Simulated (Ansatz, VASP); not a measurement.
**One calculation of Sc2AlF3, two programs**

```
Sc Al F
1.0
     5.49058    0.00000    0.00000
    -2.74529    4.75498    0.00000
     0.00000    0.00000    4.00692
Sc Al F
2 1 3
Direct
  0.33333 0.66667 0.50000
  0.66667 0.33333 0.50000
  0.00000 0.00000 0.50000
  0.33333 0.66667 0.00000
  0.66667 0.33333 0.00000
  0.00000 0.00000 0.00000
```

Alike in both runs: functional PBE; k mesh 12 × 12 × 10; occupations gaussian, width 0.1 eV; no spin polarisation.

Ansatz relaxed the structure, and its values are those at the end. VASP's run is a single point on that final structure, the one shown.

|  | VASP | Ansatz |
| --- | --- | --- |
| version | VASP 6.6.1 | Ansatz 0.2.0 |
| potentials or method | VASP PAW PBE potentials, release 64 (Sc_sv, Al, F), cutoff 520 eV | scalar-relativistic, plane waves, PAW |
| valence electrons in the cell | 46 | 46 |

|  | VASP | Ansatz | Ansatz less VASP |
| --- | --- | --- | --- |
| gap on the k mesh at the Fermi level (eV) | none | none | - |
| pressure (GPa) | 0.2 | 0.0 | -0.18 |

A gap of «none» marks a metal or a gap that the smearing closes.
